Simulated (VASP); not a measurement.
# C (I4_1/amd) in VASP: further runs

The runs below take C through single point, with PBE.

Program: VASP 6.6.1. These are calculated values, not measurements. Logs are shortened: lines on timing, memory, paths and dates and some standing lists are left out, and cuts for length are marked.

### 1 The cell of the first run

Symmetry: I4_1/amd, No. 141, tetragonal system. The conventional cell has a = 4.937 Å, b = 4.937 Å, c = 4.975 Å, α = 90.00°, β = 90.00°, γ = 90.00°. Within 2.0 Å of C (site symmetry 2) lie 4 C at 1.52 to 1.59 Å.

### 2 Single point, PBE

INCAR reads:

```
SYSTEM = C
PREC = Accurate ; ENCUT = 520
EDIFF = 1E-7 ; ISMEAR = 0
SIGMA = 0.1 ; LREAL = .False.
LASPH = .True. ; NELM = 100
ALGO = Normal ; ISIF = 2
LWAVE = .False. ; LCHARG = .False.
GGA = PE ; NBANDS = 26
```

KPOINTS reads:

```
Automatic mesh
0
Gamma
  4 4 4
  0 0 0
```

POSCAR reads:

```
C
1.0
    2.4683138478      2.4683138478     -2.4877391965
   -2.4683138478      2.4683138478      2.4877391965
    2.4683138478     -2.4683138478      2.4877391965
C
8
Direct
    0.5000000000      0.5889064086      0.4110935914
    0.3221871828      0.1610935914      0.1610935914
    0.6778128172      0.8389064086      0.8389064086
    0.5000000000      0.9110935914      0.0889064086
    0.0000000000      0.1610935914      0.8389064086
    0.1778128172      0.5889064086      0.0889064086
    0.8221871828      0.9110935914      0.4110935914
    1.0000000000      0.8389064086      0.1610935914
```

Potentials or basis: VASP PAW PBE potentials, release 64 (C).

On the command line:

```bash
$ cat potpaw_PBE.64/C/POTCAR > POTCAR
$ mpirun -np 1 vasp_std > vasp.out
```

OUTCAR:

```text
SYSTEM = C
   PREC = Accurate
   ENCUT = 520
   EDIFF = 1E-7
   ISMEAR = 0
   LREAL = .False.
   LASPH = .True.
   NELM = 100
   ISIF = 2
   GGA = PE

 ion  position               nearest neighbor table
   1  0.500  0.589  0.411-   2 1.52   3 1.52   6 1.59   7 1.59
   2  0.322  0.161  0.161-   4 1.52   1 1.52   5 1.59   8 1.59
   3  0.678  0.839  0.839-   4 1.52   1 1.52   5 1.59   8 1.59
   4  0.500  0.911  0.089-   2 1.52   3 1.52   6 1.59   7 1.59
   5  0.000  0.161  0.839-   6 1.52   7 1.52   2 1.59   3 1.59
   6  0.178  0.589  0.089-   8 1.52   5 1.52   1 1.59   4 1.59
   7  0.822  0.911  0.411-   8 1.52   5 1.52   1 1.59   4 1.59
   8  0.000  0.839  0.161-   6 1.52   7 1.52   2 1.59   3 1.59

  LATTYP: Found a body centered tetragonal cell.
 ALAT       =     4.9366276956
 C/A-ratio  =     1.0078698860

  Lattice vectors:

 A1 = (   2.4683138478,  -2.4683138478,  -2.4877391965)
 A2 = (  -2.4683138478,   2.4683138478,  -2.4877391965)
 A3 = (   2.4683138478,   2.4683138478,   2.4877391965)

Analysis of symmetry for initial positions (statically):
=====================================================================
 Subroutine PRICEL returns:
 Original cell was already a primitive cell.

 Routine SETGRP: Setting up the symmetry group for a
 body centered tetragonal supercell.

 Subroutine GETGRP returns: Found 16 space group operations
 (whereof  8 operations were pure point group operations)
 out of a pool of 16 trial point group operations.

The static configuration has the point symmetry D_2d.
 The point group associated with its full space group is D_4h.

Analysis of symmetry for dynamics (positions and initial velocities):
=====================================================================
 Subroutine PRICEL returns:
 Original cell was already a primitive cell.

 Routine SETGRP: Setting up the symmetry group for a
 body centered tetragonal supercell.

 Subroutine GETGRP returns: Found 16 space group operations
 (whereof  8 operations were pure point group operations)
 out of a pool of 16 trial point group operations.

The dynamic configuration has the point symmetry D_2d.
 The point group associated with its full space group is D_4h.

 Subroutine INISYM returns: Found 16 space group operations
 (whereof  8 operations are pure point group operations),
 and found     1 'primitive' translations

----------------------------------------------------------------------------------------

                                     Primitive cell

  volume of cell :      60.6269

  direct lattice vectors                    reciprocal lattice vectors
     2.468313848  2.468313848 -2.487739197     0.202567433  0.202567433  0.000000000
    -2.468313848  2.468313848  2.487739197     0.000000000  0.202567433  0.200985698
     2.468313848 -2.468313848  2.487739197     0.202567433  0.000000000  0.200985698

  length of vectors
     4.286489567  4.286489567  4.286489567     0.286473611  0.285357348  0.285357348

  position of ions in fractional coordinates (direct lattice)
     0.500000000  0.588906409  0.411093591
     0.322187183  0.161093591  0.161093591
     0.677812817  0.838906409  0.838906409
     0.500000000  0.911093591  0.088906409
     0.000000000  0.161093591  0.838906409
     0.177812817  0.588906409  0.088906409
     0.822187183  0.911093591  0.411093591
     0.000000000  0.838906409  0.161093591

  ion indices of the primitive-cell ions
   primitive index   ion index
                 1           1
                 2           2
                 3           3
                 4           4
                 5           5
                 6           6
                 7           7
                 8           8

----------------------------------------------------------------------------------------

 KPOINTS: Automatic mesh

Automatic generation of k-mesh.
 Grid dimensions read from file:
 generate k-points for:    4    4    4

 Generating k-lattice:

  Cartesian coordinates                     Fractional coordinates (reciprocal lattice)
     0.050641858  0.050641858  0.000000000     0.250000000  0.000000000  0.000000000
     0.000000000  0.050641858  0.050246425     0.000000000  0.250000000 -0.000000000
     0.050641858  0.000000000  0.050246425     0.000000000 -0.000000000  0.250000000

  Length of vectors
     0.071618403  0.071339337  0.071339337

  Shift w.r.t. Gamma in fractional coordinates (k-lattice)
     0.000000000  0.000000000  0.000000000

 Subroutine IBZKPT returns following result:
 ===========================================

 Found     13 irreducible k-points:

 Following reciprocal coordinates:
            Coordinates               Weight
  0.000000  0.000000  0.000000      1.000000
  0.250000  0.000000  0.000000      4.000000
  0.500000  0.000000  0.000000      2.000000
  0.000000  0.250000 -0.000000      8.000000
  0.250000  0.250000 -0.000000     16.000000
  0.000000  0.500000 -0.000000      4.000000
  0.250000  0.500000 -0.000000      8.000000
  0.250000  0.250000  0.250000      2.000000
 -0.250000  0.250000  0.250000      2.000000
  0.500000  0.500000  0.250000      8.000000
  0.250000 -0.250000  0.250000      4.000000
  0.500000 -0.250000  0.250000      4.000000
  0.500000  0.500000  0.500000      1.000000
   k-points           NKPTS =     13   k-points in BZ     NKDIM =     13   number of bands    NBANDS=     26
   number of dos      NEDOS =    301   number of ions     NIONS =      8
   total plane-waves  NPLWV =  32768
   dimension x,y,z NGX =    32 NGY =   32 NGZ =   32
   dimension x,y,z NGXF=    64 NGYF=   64 NGZF=   64
   ions per type =               8
   NGX,Y,Z   is equivalent  to a cutoff of  12.41, 12.41, 12.41 a.u.
   NGXF,Y,Z  is equivalent  to a cutoff of  24.82, 24.82, 24.82 a.u.
 SYSTEM =  C
   PREC   = accura    normal or accurate (medium, high low for compatibility)
   ISTART =      0    job   : 0-new  1-cont  2-samecut
   ICHARG =      2    charge: 1-file 2-atom 10-const
   ISPIN  =      1    spin polarized calculation?
   LNONCOLLINEAR =      F non collinear calculations
   LSORBIT =      F    spin-orbit coupling
   LASPH  =      T    aspherical Exc in radial PAW
   ENCUT  =  520.0 eV  38.22 Ry    6.18 a.u.   7.97  7.97  7.97*2*pi/ulx,y,z
   NELM   =    100;   NELMIN=  2; NELMDL= -5     # of ELM steps
   EDIFF  = 0.1E-06   stopping-criterion for ELM
   LREAL  =      F    real-space projection
   EDIFFG = 0.1E-05   stopping-criterion for IOM
   NSW    =      0    number of steps for IOM
   IBRION =     -1    ionic relax: 0-MD 1-quasi-New 2-CG
   NFREE  =      0    steps in history (QN), initial steepest desc. (CG)
   ISIF   =      2    stress and relaxation
   ISYM   =      2    0-nonsym 1-usesym 2-fastsym
   POTIM  = 0.5000    time-step for ionic-motion
   TEBEG  =    0.0;   TEEND  =   0.0 temperature during run
   PSTRESS=    0.0 pullay stress
   NELECT =      32.0000    total number of electrons
   NUPDOWN=      -1.0000    fix difference up-down
   EMIN   =  10.00;   EMAX   =-10.00  energy-range for DOS
   EFERMI =   0.00;   METHOD = LEGACY
   ISMEAR =     0;   SIGMA  =   0.10  broadening in eV -4-tet -1-fermi 0-gaus
   EFERMI_NEDOS =   21; number of points for ismear=-14 and -15
   IALGO  =     38    algorithm
   IMIX   =      4    mixing-type and parameters
     AMIX     =   0.40;   BMIX     =  1.00
     AMIX_MAG =   1.60;   BMIX_MAG =  1.00
  volume/ion in A,a.u.               =       7.58        51.14
  Fermi-wavevector in a.u.,A,eV,Ry     =   1.323030  2.500164 23.815744  1.750408
  Thomas-Fermi vector in A             =   2.452668
   LORBIT       =      0    0 simple, 1 ext, 2 COOP (PROOUT), +10 PAW based schemes
   GGA     = PE    functional components
   LHFCALC =     F    Hartree Fock is set to
   AEXX    =    0.0000 exact exchange contribution
   IVDW    =     0    specifies the selected vdW correction
   LEPSILON=     F    determine dielectric tensor
   LRPA    =     F    only Hartree local field effects (RPA)
 non-spin polarized calculation
 Gauss-broadening in eV      SIGMA  =   0.10
  energy-cutoff  :      520.00
  volume of cell :       60.63
 maximum number of plane-waves:      1654
   NGX = 15   NGY = 15   NGZ = 15

 number of electron      32.0000002 magnetization

 Free energy of the ion-electron system (eV)
  ---------------------------------------------------
  ext. energy  EPLUGINS =         0.00000000
  ---------------------------------------------------
  free energy    TOTEN  =       -66.89814643 eV

  energy without entropy =      -66.89814643  energy(sigma->0) =      -66.89814643

 E-fermi :   6.4477     XC(G=0): -11.1242

 val. band max:        5.9553083965   @ k =   0.0000   0.0000   0.0000
 cond. band min:       9.2239636668   @ k =   0.2500   0.0000   0.0000
 fundamental gap:      3.2686552703
 Fermi energy:         6.4476863110

 k-point     1 :       0.0000    0.0000    0.0000
  band No.  band energies     occupation
      1     -14.3679      2.00000
      2      -8.1031      2.00000
      3      -8.1031      2.00000
      4      -7.0046      2.00000
      5      -5.3237      2.00000
      6      -5.3020      2.00000
[... 18 lines left out ...]
     25      16.7238      0.00000
     26      16.7443      0.00000

 k-point     2 :       0.2500    0.0000    0.0000
  band No.  band energies     occupation
      1     -13.8876      2.00000
      2     -10.3277      2.00000
      3      -8.0083      2.00000
      4      -6.6365      2.00000
      5      -5.8455      2.00000
      6      -4.9707      2.00000
[... 18 lines left out ...]
     25      16.3834      0.00000
[... 289 lines left out ...]
     25      15.2219      0.00000
     26      15.2219      0.00000

 k-point    13 :       0.5000    0.5000    0.5000
  band No.  band energies     occupation
      1     -11.6805      2.00000
      2     -11.6805      2.00000
      3      -9.9504      2.00000
      4      -9.9504      2.00000
      5      -3.1149      2.00000
      6      -3.1149      2.00000
[... 18 lines left out ...]
     25      15.6871      0.00000
     26      15.6873      0.00000

------------------------ aborting loop because EDIFF is reached ----------------------------------------

  FORCE on cell =-STRESS in cart. coord.  units (eV):
  Direction    XX          YY          ZZ          XY          YZ          ZX
  --------------------------------------------------------------------------------------
  -------------------------------------------------------------------------------------
  Total        0.2036951      0.2036951      0.1484108      0.0000000      0.0000000      0.0000000
  in kB        5.3830155      5.3830155      3.9220250      0.0000000      0.0000000      0.0000000
  external PRESSURE =       4.8960187 kB  Pullay stress =       0.0000000 kB

 VOLUME and BASIS-vectors are now :
 -----------------------------------------------------------------------------
  energy-cutoff  :      520.00
  volume of cell :       60.63
      direct lattice vectors                 reciprocal lattice vectors
     2.468313848  2.468313848 -2.487739197     0.202567433  0.202567433  0.000000000
    -2.468313848  2.468313848  2.487739197     0.000000000  0.202567433  0.200985698
     2.468313848 -2.468313848  2.487739197     0.202567433  0.000000000  0.200985698

 POSITION                                       TOTAL-FORCE (eV/Angst)
 -----------------------------------------------------------------------------------
      0.79526      1.67305      1.24387         0.015254     -0.015254     -0.000000
      0.79526      0.79526     -0.00000         0.015254      0.015254     -0.000000
      1.67305      1.67305      2.48774        -0.015254     -0.015254      0.000000
     -0.79526      3.26357      1.24387        -0.015254      0.015254     -0.000000
      1.67305     -1.67305      2.48774        -0.015254      0.015254     -0.000000
     -0.79526      1.67305      1.24387        -0.015254     -0.015254      0.000000
      0.79526      3.26357      1.24387         0.015254      0.015254     -0.000000
     -1.67305      1.67305      2.48774         0.015254     -0.015254     -0.000000
 -----------------------------------------------------------------------------------
    total drift:                                0.000000      0.000000      0.000000

  FREE ENERGIE OF THE ION-ELECTRON SYSTEM (eV)
  ---------------------------------------------------
  free  energy   TOTEN  =       -66.8981464268 eV

  energy  without entropy=      -66.8981464268  energy(sigma->0) =      -66.89814643
```

Run time: 15 s. Hardware: 1 thread of Intel Xeon Platinum 8488C (Sapphire Rapids), shared host; peak memory 0.16 GiB.

What came out:

```
Free energy            : -66.8981 eV
Pressure               : 0.5 GPa
Largest force          : 0.022 eV/Å
Band gap on the k mesh : 3.27 eV (least direct gap 3.52 eV)
```

Forces in eV/Å, atoms in the order of the input:
```
C    0.015 -0.015  0.000
C    0.015  0.015  0.000
C   -0.015 -0.015  0.000
C   -0.015  0.015  0.000
C   -0.015  0.015  0.000
C   -0.015 -0.015  0.000
C    0.015  0.015  0.000
C    0.015 -0.015  0.000
```

Levels at points of the mesh, in eV from the valence-band top:
| k point | band 12 | band 13 | band 14 | band 15 | band 16 | band 17 | band 18 | band 19 | band 20 | band 21 |
| --- | --- | --- | --- | --- | --- | --- | --- | --- | --- | --- |
| (0.00, 0.00, 0.00) | -5.07 | -1.91 | -1.70 | 0.00 | 0.00 | 3.73 | 3.96 | 3.96 | 7.25 | 7.50 |
| (0.50, 0.00, 0.00) | -4.11 | -3.94 | -3.94 | -1.66 | -1.66 | 4.26 | 4.26 | 6.07 | 6.07 | 7.71 |
| (0.00, 0.50, 0.00) | -4.63 | -3.87 | -2.86 | -1.47 | -0.95 | 3.71 | 4.34 | 5.91 | 6.82 | 7.21 |
| (0.50, 0.50, 0.50) | -5.18 | -3.85 | -3.85 | -0.72 | -0.72 | 4.90 | 4.90 | 7.12 | 7.12 | 7.42 |

Caveat: the k points lie up to 0.45 Å⁻¹ apart. A k mesh can miss the band edges.

### 3 Single point, PBE

This run uses another cell than the first one, of 7.12 Å³/atom.

INCAR reads:

```
SYSTEM = C
PREC = Accurate ; ENCUT = 520
EDIFF = 1E-6 ; ISMEAR = 0
SIGMA = 0.1 ; LREAL = .False.
LASPH = .True. ; NELM = 80
ALGO = Normal ; ISIF = 2
LWAVE = .False. ; LCHARG = .False.
GGA = PE ; NBANDS = 26
```

KPOINTS reads:

```
regular mesh
0
Gamma
  6 6 6
  0 0 0
```

POSCAR reads:

```
C
1.0
   -2.3979090500      2.3979090500      2.4771653800
    2.3979090500     -2.3979090500      2.4771653800
    2.3979090500      2.3979090500     -2.4771653800
C
8
Direct
    0.5910748800      0.4089251200      0.5000000000
    0.1589251200      0.1589251200      0.3178502300
    0.8410748800      0.8410748800      0.6821497700
    0.9089251200      0.0910748800      0.5000000000
    0.1589251200      0.8410748800      0.0000000000
    0.5910748800      0.0910748800      0.1821497700
    0.9089251200      0.4089251200      0.8178502300
    0.8410748800      0.1589251200      0.0000000000
```

Potentials or basis: VASP PAW PBE potentials, release 64 (C).

On the command line:

```bash
$ cat potpaw_PBE.64/C/POTCAR > POTCAR
$ mpirun -np 1 vasp_std > vasp.out
```

Run time: 23 s. Hardware: 1 thread of Intel Xeon Platinum 8488C (Sapphire Rapids), shared host; peak memory 0.17 GiB.

The run converged. Its results:

| Quantity | Value |
| --- | --- |
| Free energy | -66.4635 eV |
| Pressure | 23.8 GPa |
| Largest force | 1.967 eV/Å |
| Band gap on the k mesh | 3.69 eV |

Forces in eV/Å, atoms in the order of the input:
```
C    1.391 -1.391  0.000
C    1.391  1.391  0.000
C   -1.391 -1.391  0.000
C   -1.391  1.391  0.000
C   -1.391  1.391  0.000
C   -1.391 -1.391  0.000
C    1.391  1.391  0.000
C    1.391 -1.391  0.000
```

Stress tensor (GPa, compression positive):
```
30.82  0.00  0.00
 0.00 30.82  0.00
 0.00  0.00  9.81
```

Levels at points of the mesh, in eV from the valence-band top:
```tsv
k point	band 13	band 14	band 15	band 16	band 17	band 18	band 19	band 20
(0.00, 0.00, 0.00)	-2.20	-1.03	0.00	0.00	3.69	4.96	4.96	7.58
(0.50, 0.00, 0.00)	-4.19	-2.68	-1.24	-0.96	4.00	5.25	6.25	7.65
(0.50, 0.50, 0.00)	-3.91	-3.91	-1.55	-1.55	4.73	4.73	6.47	6.47
(0.50, 0.50, 0.50)	-4.38	-4.38	-0.54	-0.54	5.57	5.57	7.25	7.25
```

Caveat: the cell stands under pressure; forces of over 1 eV/Å act on the atoms, so gaps and moduli don't describe the material at rest.

### 4 Single point, PBE

INCAR reads:

```
SYSTEM = C
PREC = Accurate
ENCUT = 520
EDIFF = 1E-6
ISMEAR = 0
SIGMA = 0.1
LREAL = .False.
LASPH = .True.
NELM = 100
ALGO = Normal
ISIF = 2
LWAVE = .False.
LCHARG = .False.
GGA = PE
NBANDS = 26
```

KPOINTS reads:

```
Automatic mesh
0
Gamma
  6 6 6
  0 0 0
```

POSCAR reads:

```
C
1.0
   -2.4683138478      2.4683138478      2.4877391965
    2.4683138478     -2.4683138478      2.4877391965
    2.4683138478      2.4683138478     -2.4877391965
C
8
Direct
    0.5889064086      0.4110935914      0.5000000000
    0.1610935914      0.1610935914      0.3221871828
    0.8389064086      0.8389064086      0.6778128172
    0.9110935914      0.0889064086      0.5000000000
    0.1610935914      0.8389064086      0.0000000000
    0.5889064086      0.0889064086      0.1778128172
    0.9110935914      0.4110935914      0.8221871828
    0.8389064086      0.1610935914      0.0000000000
```

On the command line:

```bash
$ cat potpaw_PBE.64/C/POTCAR > POTCAR
$ mpirun -np 1 vasp_std > vasp.out
```

Wall time 24 s (1 thread of Intel Xeon Platinum 8488C (Sapphire Rapids), shared host); peak memory 0.17 GiB.

It converged, with:

```
Free energy            : -66.8989 eV
Pressure               : 0.5 GPa
Largest force          : 0.022 eV/Å
Band gap on the k mesh : 3.29 eV (least direct gap 3.56 eV)
```

Forces on the atoms (eV/Å):
```
C    0.016 -0.016  0.000
C    0.016  0.016  0.000
C   -0.016 -0.016  0.000
C   -0.016  0.016  0.000
C   -0.016  0.016  0.000
C   -0.016 -0.016  0.000
C    0.016  0.016  0.000
C    0.016 -0.016  0.000
```

Stress tensor (GPa, compression positive):
```
0.53 0.00 0.00
0.00 0.53 0.00
0.00 0.00 0.39
```

Levels at points of the mesh, in eV from the valence-band top:
| k point | band 12 | band 13 | band 14 | band 15 | band 16 | band 17 | band 18 | band 19 | band 20 | band 21 |
| --- | --- | --- | --- | --- | --- | --- | --- | --- | --- | --- |
| (0.00, 0.00, 0.00) | -5.07 | -1.91 | -1.70 | 0.00 | 0.00 | 3.73 | 3.96 | 3.96 | 7.25 | 7.50 |
| (0.50, 0.00, 0.00) | -4.63 | -3.87 | -2.86 | -1.47 | -0.95 | 3.71 | 4.34 | 5.91 | 6.82 | 7.21 |
| (0.50, 0.50, 0.00) | -4.11 | -3.94 | -3.94 | -1.66 | -1.66 | 4.26 | 4.26 | 6.07 | 6.07 | 7.71 |
| (0.50, 0.50, 0.50) | -5.18 | -3.85 | -3.85 | -0.72 | -0.72 | 4.90 | 4.90 | 7.12 | 7.12 | 7.42 |

A k mesh can miss the band edges.

[end of part 1 of 2]
